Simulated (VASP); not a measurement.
Here is a VASP 6.6.1 calculation.

POSCAR

```
Cr
1.0
    2.9983053337      0.0000000000      0.0000000000
    0.0000000000      2.9983053337      0.0000000000
    0.0000000000      0.0000000000      2.9983053337
Cr
2
Direct
    0.0000000000      0.0000000000      0.0000000000
    0.5000000000      0.5000000000      0.5000000000
```

INCAR.step1

```
SYSTEM = Cr
PREC = Accurate
ENCUT = 520
ISMEAR = 0
SIGMA = 0.05
LREAL = .FALSE.
LASPH = .TRUE.
NELM = 150
ISPIN = 2
MAGMOM = 2.84 -2.84
LMAXMIX = 4
NBANDS = 23
GGA = PE
ALGO = Normal
EDIFF = 1E-4
LWAVE = .TRUE.
LCHARG = .FALSE.
```

File INCAR.step2:

```
SYSTEM = Cr
PREC = Accurate
ENCUT = 520
EDIFF = 1E-7
ISMEAR = 0
SIGMA = 0.05
LREAL = .FALSE.
LASPH = .TRUE.
NELM = 150
ALGO = Normal
ISIF = 2
LWAVE = .FALSE.
LCHARG = .FALSE.
ISPIN = 2
MAGMOM = 2.84 -2.84
LORBIT = 11
LMAXMIX = 4
METAGGA = R2SCAN
LMIXTAU = .TRUE.
NBANDS = 23
ISTART = 1
```

KPOINTS

```
regular mesh
0
G
  16 16 16
  0 0 0
```

Potentials or basis: VASP PAW PBE potentials, release 64 (Cr_pv).

Command:

```console
$ cat potpaw_PBE.64/Cr_pv/POTCAR > POTCAR
$ cp INCAR.step1 INCAR
$ mpirun -np 1 vasp_std > vasp.out
$ cp INCAR.step2 INCAR
$ mpirun -np 1 vasp_std > vasp.out
```

(1) What does it give for the pressure?

(2) Estimate the site moments.

## Answers

(1) -3.2 GPa.

(2) Cr +2.83, -2.83 μB.

Caveat: the cell stands under tension; the antiferromagnetic order is the one typed at the start, and another may lie lower; the PAW data sets were made with another functional, which shifts forces and pressure a little.
